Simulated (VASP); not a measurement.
Write the native input for VASP 6.6.1 that does the following.

```
Task                   : single point
Functional             : PBE
Potentials or basis    : VASP PAW PBE potentials, release 64 (Ge_d, Mo_sv, W_sv)
Cutoff                 : 520 eV
k mesh                 : 12 × 12 × 6
Occupations            : gaussian, width 0.1 eV
Spin                   : no spin polarisation
Dipole correction      : no
Further INCAR settings : ALGO = Normal; EDIFF = 1e-07; NBANDS = 51
```

The structure of Ge4MoW lies in POSCAR:

```
Ge4MoW
1.0
    3.4039394908      0.0000000000      0.0000000000
    0.0000000000      3.4039394908      0.0000000000
    0.0000000000      0.0000000000      8.4572677133
Ge Mo W
4 1 1
Direct
    0.0000000000      0.0000000000      0.6612591830
    0.5000000000      0.5000000000      0.1602654840
    0.0000000000      0.0000000000      0.3387408170
    0.5000000000      0.5000000000      0.8397345160
    0.0000000000      0.0000000000      0.0000000000
    0.5000000000      0.5000000000      0.5000000000
```

One way to write it, as run:

INCAR

```
PREC = Accurate
ENCUT = 520
EDIFF = 1E-7
ISMEAR = 0
SIGMA = 0.1
LREAL = False
LASPH = True
NELM = 100
ALGO = Normal
ISIF = 2
LWAVE = False
LCHARG = True
GGA = PE
LELF = True
LVHAR = True
NBANDS = 51
```

KPOINTS

```
Automatic mesh
0
Gamma
  12 12 6
```

Potentials or basis: VASP PAW PBE potentials, release 64 (Ge_d, Mo_sv, W_sv).

Command:

```console
$ cat potpaw_PBE.64/Ge_d/POTCAR potpaw_PBE.64/Mo_sv/POTCAR potpaw_PBE.64/W_sv/POTCAR > POTCAR
$ mpirun -np 1 vasp_std > vasp.out
```

Results of the run:

The pressure is -8.3 GPa, the largest force is 0.007 eV/Å and the band gap on the k mesh is zero (bands 42 and 43 overlap by 1.01 eV).

Caveat: the cell stands under tension; spin-orbit coupling is left out, which moves the levels of the heavy elements.

It took 5.7 min on 1 thread of Intel(R) Xeon(R) 6975P-C (Granite Rapids) (shared host), peak memory 0.56 GiB.
